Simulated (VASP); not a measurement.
A run of VASP 6.6.1 is set up as follows.

INCAR

```
  ALGO = Normal
  EDIFF = 1E-7
  EDIFFG = -0.01
  ENCUT = 600
  GGA = PS
  IBRION = 2
  ISIF = 4
  ISMEAR = 0
  ISPIN = 2
  LASPH = T
  LCHARG = F
  LMAXMIX = 4
  LORBIT = 11
  LREAL = F
  LWAVE = F
  MAGMOM = 0.05 0 0
  NELM = 150
  NSW = 60
  PREC = Accurate
  SIGMA = 0.05
```

The input KPOINTS:

```
k-points
0
Gamma
  10 10 12
```

File POSCAR:

```
CoSi2
1.0
    4.0597009303      0.0000000000      0.0000000000
   -2.0298504652      3.5158041374      0.0000000000
    0.0000000000      0.0000000000      2.4456538319
Co Si
1 2
Direct
    0.0000000000      0.0000000000      0.0000000000
    0.3333333333      0.6666666667      0.5000000000
    0.6666666667      0.3333333333      0.5000000000
```

Potentials or basis: VASP PAW PBE potentials, release 64 (Co, Si).

Run with:

```sh
$ cat potpaw_PBE.64/Co/POTCAR potpaw_PBE.64/Si/POTCAR > POTCAR
$ mpirun -np 1 vasp_std > vasp.out
```

Question: What does it give for the net moment?

Answer: 0.00 μB per cell.

Final structure:
```xyz
3
Lattice="4.0570 0.0000 0.0000 -2.0285 3.5134 0.0000 0.0000 0.0000 2.4490" Properties=species:S:1:pos:R:3 pbc="T T T"
Co    4.0570    0.0000    0.0000
Si    0.0000    2.3423    1.2245
Si    2.0285    1.1711    1.2245
```
